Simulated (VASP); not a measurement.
Set up this calculation in VASP 6.6.1, as the native input.

| Item | Value |
| --- | --- |
| Task | single point |
| Functional | PBEsol |
| Potentials or basis | VASP PAW PBE potentials, release 64 (In_d, Sb) |
| Cutoff | 520 eV |
| k mesh | 12 × 12 × 12 |
| Occupations | fermi-dirac, width 0.15 eV |
| Spin | no spin polarisation |
| Dipole correction | no |
| Further INCAR settings | ALGO = Normal; EDIFF = 1e-06; NBANDS = 16 |

The structure of InSb lies in POSCAR:

```
InSb
1.0
    0.0000000000      3.2380496898      3.2380496898
    3.2380496898      0.0000000000      3.2380496898
    3.2380496898      3.2380496898      0.0000000000
In Sb
1 1
Direct
    0.0000000000      0.0000000000      0.0000000000
    0.7500000000      0.7500000000      0.7500000000
```

This cell differs from its parent crystal: volume scaled by 0.98.

These files were run (other wordings do the same):

INCAR

```
PREC = Accurate
ENCUT = 520
EDIFF = 1E-6
ISMEAR = -1
SIGMA = 0.15
LREAL = False
LASPH = True
NELM = 80
ALGO = Normal
ISIF = 2
LWAVE = False
LCHARG = False
GGA = PS
NBANDS = 16
```

KPOINTS

```
Automatic mesh
0
Gamma
  12 12 12
```

Potentials or basis: VASP PAW PBE potentials, release 64 (In_d, Sb).

The run is started by

```console
$ cat potpaw_PBE.64/In_d/POTCAR potpaw_PBE.64/Sb/POTCAR > POTCAR
$ mpirun -np 1 vasp_std > vasp.out
```

Results of the run:

```yaml
Pressure: 0.9 GPa
Band_gap_on_the_k_mesh: zero (filled and empty bands touch)
```

Caveat: the PAW data sets were made with another functional, which shifts forces and pressure a little; spin-orbit coupling is left out, which moves the levels of the heavy elements.

It took 82 s on 1 thread of AMD EPYC 9R45 (Zen 5), on a shared host, peak memory 0.21 GiB.
